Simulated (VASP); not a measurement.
# EuS (Fm-3m) in VASP: notebook

The runs below take EuS through single point, with r2SCAN.

Everything below comes from runs of VASP 6.6.1. Logs are shortened: lines on timing, memory, paths and dates and some standing lists are left out, and cuts for length are marked.

**The experiment to reproduce.**

From “Crystal-field mediated electronic transitions of EuS up to 35 GPa”, 2022, pmc:8786971, for a powder of EuS at 300 K: band gap 1.72 eV (optical).

The runs below are set against these values where they give the same quantity.

## (1) The cell of the first run

Symmetry: Fm-3m, No. 225, cubic system. Conventional cell: a = 5.873 Å, b = 5.873 Å, c = 5.873 Å, α = 90.00°, β = 90.00°, γ = 90.00°. Eu (site symmetry m-3m) has 6 S at 2.94 Å within 3.9 Å. Within 3.9 Å of S (site symmetry m-3m) lie 6 Eu at 2.94 Å.

## (2) Single point, r2SCAN, collinear spin, ferromagnetic start

POSCAR reads:

```
EuS
1.0
   -2.9366767987     -2.9366767987      5.8733535974
   -5.8733535974     -2.9366767987      2.9366767987
   -2.9366767987     -5.8733535974      2.9366767987
Eu S
2 2
Direct
    0.0000000000      0.0000000000      0.0000000000
    0.5000000000      0.5000000000      0.5000000000
    1.2500000000     -0.7500000000     -0.7500000000
    1.7500000000     -0.2500000000     -0.2500000000
```

INCAR.step1 reads:

```
SYSTEM = EuS
PREC = Accurate
ENCUT = 800
ISMEAR = 0
SIGMA = 0.05
LREAL = .False.
LASPH = .True.
NELM = 200
ISPIN = 2
MAGMOM = 7 7 0 0
LMAXMIX = 6
NBANDS = 35
GGA = PE
ALGO = Normal
EDIFF = 1E-5
LWAVE = .True.
LCHARG = .False.
GGA_COMPAT = .False.
KPAR = 4
```

INCAR.step2 reads:

```
SYSTEM = EuS
PREC = Accurate
ENCUT = 800
EDIFF = 1E-6
ISMEAR = 0
SIGMA = 0.05
LREAL = .False.
LASPH = .True.
NELM = 200
ALGO = Normal
ISIF = 2
LWAVE = .False.
LCHARG = .True.
ISPIN = 2
MAGMOM = 7 7 0 0
LORBIT = 11
LMAXMIX = 6
METAGGA = R2SCAN
LMIXTAU = .True.
LVHAR = .True.
NBANDS = 35
ISTART = 1
GGA_COMPAT = .False.
KPAR = 4
```

KPOINTS reads:

```
regular mesh
0
Gamma
  8 8 8
  0 0 0
```

Potentials or basis: VASP PAW PBE potentials, release 64 (Eu, S).

On the command line:

```
cat potpaw_PBE.64/Eu/POTCAR potpaw_PBE.64/S/POTCAR > POTCAR
cp INCAR.step1 INCAR
mpirun -np 4 vasp_std > vasp.out
cp INCAR.step2 INCAR
mpirun -np 4 vasp_std > vasp.out
```

OUTCAR:

```text
SYSTEM = EuS
   PREC = Accurate
   ENCUT = 800
   EDIFF = 1E-6
   ISMEAR = 0
   LREAL = .False.
   LASPH = .True.
   NELM = 200
   ISIF = 2
   ISPIN = 2
   LORBIT = 11
   METAGGA = R2SCAN
   ISTART = 1

 ion  position               nearest neighbor table
   1  0.000  0.000  0.000-   4 2.94   4 2.94   4 2.94   3 2.94   3 2.94   3 2.94
   2  0.500  0.500  0.500-   3 2.94   3 2.94   3 2.94   4 2.94   4 2.94   4 2.94
   3  0.250  0.250  0.250-   1 2.94   1 2.94   1 2.94   2 2.94   2 2.94   2 2.94
   4  0.750  0.750  0.750-   2 2.94   2 2.94   2 2.94   1 2.94   1 2.94   1 2.94

  LATTYP: Found a trigonal (rhomboedric) cell.
 ALAT       =     7.1933596963
 COS(alpha) =     0.8333333333

  Lattice vectors:

 A1 = (  -2.9366767987,  -2.9366767987,   5.8733535974)
 A2 = (  -5.8733535974,  -2.9366767987,   2.9366767987)
 A3 = (  -2.9366767987,  -5.8733535974,   2.9366767987)

Analysis of symmetry for initial positions (statically):
=====================================================================
 Subroutine PRICEL returns following result:

  LATTYP: Found a face centered cubic cell.
 ALAT       =     5.8733535974
[... 12 lines left out ...]
 Subroutine GETGRP returns: Found 12 space group operations
 (whereof 12 operations were pure point group operations)
 out of a pool of 12 trial point group operations.

The static configuration has the point symmetry D_3d.

Analysis of symmetry for dynamics (positions and initial velocities):
=====================================================================
 Subroutine PRICEL returns following result:

  LATTYP: Found a face centered cubic cell.
 ALAT       =     5.8733535974
[... 12 lines left out ...]
 Subroutine GETGRP returns: Found 12 space group operations
 (whereof 12 operations were pure point group operations)
 out of a pool of 12 trial point group operations.

The dynamic configuration has the point symmetry D_3d.

Analysis of structural, dynamic, and magnetic symmetry:
=====================================================================
 Subroutine PRICEL returns following result:

  LATTYP: Found a face centered cubic cell.
 ALAT       =     5.8733535974
[... 12 lines left out ...]
 Subroutine GETGRP returns: Found 12 space group operations
 (whereof 12 operations were pure point group operations)
 out of a pool of 12 trial point group operations.

The overall configuration has the point symmetry D_3d.

 Subroutine INISYM returns: Found 12 space group operations
 (whereof 12 operations are pure point group operations),
 and found     2 'primitive' translations

----------------------------------------------------------------------------------------

                                     Primitive cell

  volume of cell :      50.6522

  direct lattice vectors                    reciprocal lattice vectors
     2.936676799 -2.936676799  0.000000000     0.170260480 -0.170260480  0.170260480
     0.000000000 -2.936676799 -2.936676799    -0.170260480 -0.170260480 -0.170260480
     2.936676799  0.000000000 -2.936676799     0.170260480  0.170260480 -0.170260480

  length of vectors
     4.153088157  4.153088157  4.153088157     0.294899801  0.294899801  0.294899801

  position of ions in fractional coordinates (direct lattice)
     0.000000000  0.000000000  0.000000000
     0.500000000  0.500000000  0.500000000

  ion indices of the primitive-cell ions
   primitive index   ion index
                 1           1
                 2           3

----------------------------------------------------------------------------------------

 KPOINTS: regular mesh

Automatic generation of k-mesh.
 Grid dimensions read from file:
 generate k-points for:    8    8    8

 Generating k-lattice:

  Cartesian coordinates                     Fractional coordinates (reciprocal lattice)
     0.010641280  0.010641280  0.031923840     0.125000000 -0.000000000 -0.000000000
    -0.031923840  0.010641280 -0.010641280    -0.000000000  0.125000000 -0.000000000
     0.010641280 -0.031923840 -0.010641280    -0.000000000 -0.000000000  0.125000000

  Length of vectors
     0.035293133  0.035293133  0.035293133

  Shift w.r.t. Gamma in fractional coordinates (k-lattice)
     0.000000000  0.000000000  0.000000000

 Subroutine IBZKPT returns following result:
 ===========================================

 Found     65 irreducible k-points:

 Following reciprocal coordinates:
            Coordinates               Weight
  0.000000  0.000000  0.000000      1.000000
  0.125000  0.000000  0.000000      6.000000
  0.250000  0.000000  0.000000      6.000000
  0.375000  0.000000  0.000000      6.000000
  0.500000  0.000000  0.000000      3.000000
  0.125000  0.125000 -0.000000      6.000000
[... 16 lines left out ...]
  0.250000  0.125000  0.125000      6.000000
  0.375000  0.125000  0.125000      6.000000
 [... further k-points ...]
   k-points           NKPTS =     65   k-points in BZ     NKDIM =     65   number of bands    NBANDS=     35
   number of dos      NEDOS =    301   number of ions     NIONS =      4
   total plane-waves  NPLWV = 343000
   dimension x,y,z NGX =    70 NGY =   70 NGZ =   70
   dimension x,y,z NGXF=   140 NGYF=  140 NGZF=  140
   ions per type =               2   2
   NGX,Y,Z   is equivalent  to a cutoff of  16.18, 16.18, 16.18 a.u.
   NGXF,Y,Z  is equivalent  to a cutoff of  32.36, 32.36, 32.36 a.u.
 SYSTEM =  EuS
   PREC   = accura    normal or accurate (medium, high low for compatibility)
   ISTART =      1    job   : 0-new  1-cont  2-samecut
   ICHARG =      0    charge: 1-file 2-atom 10-const
   ISPIN  =      2    spin polarized calculation?
   LNONCOLLINEAR =      F non collinear calculations
   LSORBIT =      F    spin-orbit coupling
   LASPH  =      T    aspherical Exc in radial PAW
   ENCUT  =  800.0 eV  58.80 Ry    7.67 a.u.  16.59 16.59 16.59*2*pi/ulx,y,z
   NELM   =    200;   NELMIN=  2; NELMDL=  0     # of ELM steps
   EDIFF  = 0.1E-05   stopping-criterion for ELM
   LREAL  =      F    real-space projection
   EDIFFG = 0.1E-04   stopping-criterion for IOM
   NSW    =      0    number of steps for IOM
   IBRION =     -1    ionic relax: 0-MD 1-quasi-New 2-CG
   NFREE  =      0    steps in history (QN), initial steepest desc. (CG)
   ISIF   =      2    stress and relaxation
   ISYM   =      2    0-nonsym 1-usesym 2-fastsym
   POTIM  = 0.5000    time-step for ionic-motion
   TEBEG  =    0.0;   TEEND  =   0.0 temperature during run
   PSTRESS=    0.0 pullay stress
   NELECT =      46.0000    total number of electrons
   NUPDOWN=      -1.0000    fix difference up-down
   EMIN   =  10.00;   EMAX   =-10.00  energy-range for DOS
   EFERMI =   0.00;   METHOD = LEGACY
   ISMEAR =     0;   SIGMA  =   0.05  broadening in eV -4-tet -1-fermi 0-gaus
   EFERMI_NEDOS =   21; number of points for ismear=-14 and -15
   IALGO  =     38    algorithm
   IMIX   =      4    mixing-type and parameters
     AMIX     =   0.40;   BMIX     =  1.00
     AMIX_MAG =   1.60;   BMIX_MAG =  1.00
  volume/ion in A,a.u.               =      25.33       170.91
  Fermi-wavevector in a.u.,A,eV,Ry     =   1.258301  2.377845 21.542404  1.583322
  Thomas-Fermi vector in A             =   2.391918
   LORBIT       =     11    0 simple, 1 ext, 2 COOP (PROOUT), +10 PAW based schemes
   METAGGA = R2SCAN    functional components
   LHFCALC =     F    Hartree Fock is set to
   AEXX    =    0.0000 exact exchange contribution
   IVDW    =     0    specifies the selected vdW correction
   LEPSILON=     F    determine dielectric tensor
   LRPA    =     F    only Hartree local field effects (RPA)
 spin polarized calculation
 Gauss-broadening in eV      SIGMA  =   0.05
  energy-cutoff  :      800.00
  volume of cell :      101.30
 maximum number of plane-waves:      5245
 NGX is ok and might be reduce to    70

 number of electron      46.0000000 magnetization      13.9828592

 Free energy of the ion-electron system (eV)
  ---------------------------------------------------
  ext. energy  EPLUGINS =         0.00000000
  ---------------------------------------------------
  free energy    TOTEN  =      -105.27232200 eV

  energy without entropy =     -105.27056555  energy(sigma->0) =     -105.27144378

 E-fermi :   4.5520     XC(G=0): -10.3107

 val. band max:        4.5475130252   @ k =   0.2500   0.1250   0.1250
 cond. band min:       4.5783404547   @ k =  -0.3750  -0.3750   0.1250
 fundamental gap:      0.0308274295
 Fermi energy:         4.5520313676

 spin component 1

 k-point     1 :       0.0000    0.0000    0.0000
  band No.  band energies     occupation
      1     -38.3203      1.00000
      2     -38.3040      1.00000
      3     -16.8205      1.00000
      4     -16.4506      1.00000
      5     -16.4506      1.00000
      6     -16.4242      1.00000
[... 901 lines left out ...]
     34       7.3407      0.00000
     35       7.5356      0.00000

 [... further k-points ...]

 spin component 2

 k-point     1 :       0.0000    0.0000    0.0000
  band No.  band energies     occupation
      1     -34.6655      1.00000
      2     -34.6405      1.00000
      3     -14.5002      1.00000
      4     -13.8694      1.00000
      5     -13.8694      1.00000
      6     -13.8380      1.00000
[... 901 lines left out ...]
     34      10.7667      0.00000
     35      10.8216      0.00000

 [... further k-points ...]

------------------------ aborting loop because EDIFF is reached ----------------------------------------

  FORCE on cell =-STRESS in cart. coord.  units (eV):
  Direction    XX          YY          ZZ          XY          YZ          ZX
  --------------------------------------------------------------------------------------
  -------------------------------------------------------------------------------------
  Total       -0.2492329     -0.2492329     -0.2492329     -0.0002717      0.0002717      0.0002717
  in kB       -3.9417354     -3.9417354     -3.9417354     -0.0042967      0.0042967      0.0042967
  external PRESSURE =      -3.9417354 kB  Pullay stress =       0.0000000 kB

 VOLUME and BASIS-vectors are now :
 -----------------------------------------------------------------------------
  energy-cutoff  :      800.00
  volume of cell :      101.30
      direct lattice vectors                 reciprocal lattice vectors
    -2.936676799 -2.936676799  5.873353597     0.085130240  0.085130240  0.255390719
    -5.873353597 -2.936676799  2.936676799    -0.255390719  0.085130240 -0.085130240
    -2.936676799 -5.873353597  2.936676799     0.085130240 -0.255390719 -0.085130240

 POSITION                                       TOTAL-FORCE (eV/Angst)
 -----------------------------------------------------------------------------------
      0.00000      0.00000      0.00000         0.000000     -0.000000      0.000000
     -5.87335     -5.87335      5.87335         0.000000     -0.000000      0.000000
     -2.93668     -2.93668      2.93668         0.000000      0.000000     -0.000000
     -8.81003     -8.81003      8.81003        -0.000000      0.000000      0.000000
 -----------------------------------------------------------------------------------
    total drift:                               -0.000000     -0.000000      0.000000

  FREE ENERGIE OF THE ION-ELECTRON SYSTEM (eV)
  ---------------------------------------------------
  free  energy   TOTEN  =      -105.2723220023 eV

  energy  without entropy=     -105.2705655507  energy(sigma->0) =     -105.27144378

 total charge

# of ion       s       p       d       f       tot
--------------------------------------------------
    1        2.036   5.808   0.300   6.678  14.822
    2        2.036   5.808   0.300   6.678  14.822
    3        1.306   2.480   0.000   0.000   3.786
    4        1.306   2.480   0.000   0.000   3.786
--------------------------------------------------
tot          6.684  16.578   0.599  13.356  37.216

 magnetization (x)

# of ion       s       p       d       f       tot
--------------------------------------------------
    1       -0.026  -0.189   0.090   6.649   6.524
    2       -0.026  -0.189   0.090   6.649   6.524
    3       -0.010  -0.074   0.000   0.000  -0.084
    4       -0.010  -0.074   0.000   0.000  -0.084
--------------------------------------------------
tot         -0.070  -0.526   0.179  13.297  12.881
```

Wall time 40 min (4 MPI ranks of Intel Xeon 6975P-C (Granite Rapids), shared host); peak memory 1.6 GiB.

What came out:

```yaml
Free_energy: -105.2723 eV
Pressure: -0.4 GPa
Band_gap_on_the_k_mesh: zero (filled and empty bands overlap)
Net_moment: 13.98 μB per cell
Site_moments: Eu +6.52; S -0.08 μB
Valence_electrons_inside_the_program's_atomic_spheres: Eu 14.82; S 3.79
```

Caveat: the PAW data sets were made with another functional, which shifts forces and pressure a little; spin-orbit coupling is left out, which moves the levels of the heavy elements; semilocal functionals describe open f shells poorly, which spoils levels, moments and volumes. The state reached can hang on the start; a lower one may exist.

## (3) Single point, r2SCAN, collinear spin, ferromagnetic start

This run uses another cell than the first one, of the same volume but with other edges.

POSCAR reads:

```
EuS
1.0
    0.0000000000      2.9366767987     -2.9366767987
    0.0000000000      2.9366767987      2.9366767987
    5.8733535974      0.0000000000      0.0000000000
Eu S
2 2
Direct
    0.0000000000      0.0000000000      0.0000000000
    0.5000000000      0.5000000000      0.5000000000
    0.0000000000      1.0000000000      0.5000000000
    0.5000000000      1.5000000000      1.0000000000
```

INCAR.step1 reads:

```
SYSTEM = EuS
PREC = Accurate ; ENCUT = 800
ISMEAR = 0 ; SIGMA = 0.05
LREAL = .FALSE. ; LASPH = .TRUE.
NELM = 200 ; ISPIN = 2
MAGMOM = 7 7 0 0 ; LMAXMIX = 6
NBANDS = 35 ; GGA = PE
ALGO = Normal ; EDIFF = 1E-5
LWAVE = .TRUE. ; LCHARG = .FALSE.
GGA_COMPAT = .FALSE. ; KPAR = 4
```

INCAR.step2 reads:

```
SYSTEM = EuS
PREC = Accurate ; ENCUT = 800
EDIFF = 1E-6 ; ISMEAR = 0
SIGMA = 0.05 ; LREAL = .FALSE.
LASPH = .TRUE. ; NELM = 200
ALGO = Normal ; ISIF = 2
LWAVE = .FALSE. ; LCHARG = .FALSE.
ISPIN = 2 ; MAGMOM = 7 7 0 0
LORBIT = 11 ; LMAXMIX = 6
METAGGA = R2SCAN ; LMIXTAU = .TRUE.
NBANDS = 35 ; ISTART = 1
GGA_COMPAT = .FALSE. ; KPAR = 4
```

KPOINTS reads:

```
Automatic mesh
0
G
  6 6 6
  0 0 0
```

Potentials or basis: VASP PAW PBE potentials, release 64 (Eu, S).

On the command line:

```
cat potpaw_PBE.64/Eu/POTCAR potpaw_PBE.64/S/POTCAR > POTCAR
cp INCAR.step1 INCAR
mpirun -np 4 vasp_std > vasp.out
cp INCAR.step2 INCAR
mpirun -np 4 vasp_std > vasp.out
```

It took 6.7 min on 4 MPI ranks of Intel Xeon Platinum 8488C (Sapphire Rapids), shared host; peak memory 0.67 GiB.

It converged, with:

- Free energy: -105.2738 eV
- Pressure: -0.5 GPa
- Band gap on the k mesh: zero (filled and empty bands overlap)
- Net moment: 13.97 μB per cell
- Site moments: Eu +6.52; S -0.08 μB
- Valence electrons inside the program's atomic spheres: Eu 14.82; S 3.79

Levels at points of the mesh, in eV from the Fermi level:
Spin up:
```tsv
k point	band 26	band 27	band 28	band 29	band 30	band 31	band 32	band 33	band 34	band 35
(0.00, 0.00, 0.00)	-0.24	-0.05	-0.05	0.12	0.12	0.12	1.23	1.23	1.23	1.53
(0.50, 0.00, 0.00)	-0.26	-0.25	-0.25	-0.22	-0.22	2.54	2.54	2.99	3.00	3.28
(0.50, 0.50, 0.00)	-0.30	-0.24	-0.24	-0.05	-0.05	-0.05	-0.05	3.38	3.38	3.92
(0.00, 0.00, 0.50)	-0.25	-0.04	-0.04	-0.04	-0.04	0.20	0.20	2.69	2.69	2.73
(0.50, 0.00, 0.50)	-0.27	-0.24	-0.24	-0.23	-0.23	3.38	3.38	3.66	3.66	4.04
(0.50, 0.50, 0.50)	-0.26	-0.24	-0.24	-0.23	-0.23	2.17	2.17	2.17	2.17	4.05
```
Spin down:
```
           k point  band 12  band 13  band 14  band 15  band 16  band 17  band 18  band 19  band 20  band 21
(0.00, 0.00, 0.00)    -3.20    -3.20    -2.85    -2.85    -2.85    -0.07     2.09     2.09     2.09     2.24
(0.50, 0.00, 0.00)    -4.96    -4.00    -4.00    -3.62    -3.62     2.81     2.81     3.74     3.74     3.94
(0.50, 0.50, 0.00)    -3.98    -3.20    -3.20    -3.20    -3.20    -0.07    -0.07     4.46     4.46     4.87
(0.00, 0.00, 0.50)    -4.54    -3.14    -3.14    -3.14    -3.14     0.75     0.75     3.40     3.40     3.69
(0.50, 0.00, 0.50)    -5.46    -4.08    -4.08    -4.08    -4.08     3.36     3.36     4.58     4.58     5.30
(0.50, 0.50, 0.50)    -4.27    -3.79    -3.79    -3.79    -3.79     2.56     2.56     2.56     2.56     5.01
```

Caveat: the PAW data sets were made with another functional, which shifts forces and pressure a little; spin-orbit coupling is left out, which moves the levels of the heavy elements; semilocal functionals describe open f shells poorly, which spoils levels, moments and volumes. The state reached can hang on the start; a lower one may exist.

## (4) Single point, r2SCAN, collinear spin, antiferromagnetic start

POSCAR reads:

```
EuS
1.0
   -2.9366767987     -2.9366767987      5.8733535974
   -5.8733535974     -2.9366767987      2.9366767987
   -2.9366767987     -5.8733535974      2.9366767987
Eu S
2 2
Direct
    0.0000000000      0.0000000000      0.0000000000
    0.5000000000      0.5000000000      0.5000000000
    1.2500000000     -0.7500000000     -0.7500000000
    1.7500000000     -0.2500000000     -0.2500000000
```

INCAR.step1 reads:

```
SYSTEM = EuS
ALGO = Normal ; EDIFF = 1E-5
ENCUT = 800 ; GGA = PE
GGA_COMPAT = .False. ; ISMEAR = 0
ISPIN = 2 ; KPAR = 4
LASPH = .True. ; LCHARG = .False.
LMAXMIX = 6 ; LREAL = .False.
LWAVE = .True. ; MAGMOM = 7 -7 0 0
NBANDS = 35 ; NELM = 200
PREC = Accurate ; SIGMA = 0.05
```

INCAR.step2 reads:

```
SYSTEM = EuS
ALGO = Normal ; EDIFF = 1E-6
ENCUT = 800 ; GGA_COMPAT = .False.
ISIF = 2 ; ISMEAR = 0
ISPIN = 2 ; ISTART = 1
KPAR = 4 ; LASPH = .True.
LCHARG = .True. ; LMAXMIX = 6
LMIXTAU = .True. ; LORBIT = 11
LREAL = .False. ; LVHAR = .True.
LWAVE = .False. ; MAGMOM = 7 -7 0 0
METAGGA = R2SCAN ; NBANDS = 35
NELM = 200 ; PREC = Accurate
SIGMA = 0.05
```

KPOINTS reads:

```
k-points
0
Gamma
  8 8 8
  0 0 0
```

On the command line:

```
cat potpaw_PBE.64/Eu/POTCAR potpaw_PBE.64/S/POTCAR > POTCAR
cp INCAR.step1 INCAR
mpirun -np 4 vasp_std > vasp.out
cp INCAR.step2 INCAR
mpirun -np 4 vasp_std > vasp.out
```

Run time: 76 min. Hardware: 4 MPI ranks of AMD EPYC 7R13 (Zen 3), shared host; peak memory 1.6 GiB.

The run converged, but its numbers aren't listed here, since they failed a check.

Caveat: the result breaks the symmetry of the cell; the PAW data sets were made with another functional, which shifts forces and pressure a little; spin-orbit coupling is left out, which moves the levels of the heavy elements; semilocal functionals describe open f shells poorly, which spoils levels, moments and volumes.

## (5) How close it comes

Step 2. Measured gap of EuS: 1.72 eV (optical; 300 K; powder; “Crystal-field mediated electronic transitions of EuS up to 35 GPa”, 2022, pmc:8786971). This calculation gives 0.00 eV (-1.72 eV). So large a miss can be the level of theory's own, or it may mean another phase, state or a wrong row. Spin-orbit coupling on Eu is left out. The value is that of r2SCAN on a finite k mesh, which can miss the band edges, without temperature or zero-point motion. The run's magnetic order (collinear spin, ferromagnetic start) needn't be the measured crystal's.

Step 3. A measured gap of EuS is 1.72 eV (optical; 300 K; powder; “Crystal-field mediated electronic transitions of EuS up to 35 GPa”, 2022, pmc:8786971); the calculated 0.00 eV misses it by -1.72 eV. So large a miss can be the level of theory's own, or it may mean another phase, state or a wrong row. Spin-orbit coupling on Eu is left out. The value is that of r2SCAN on a finite k mesh, which can miss the band edges, without temperature or zero-point motion. The run's magnetic order (collinear spin, ferromagnetic start) needn't be the measured crystal's.
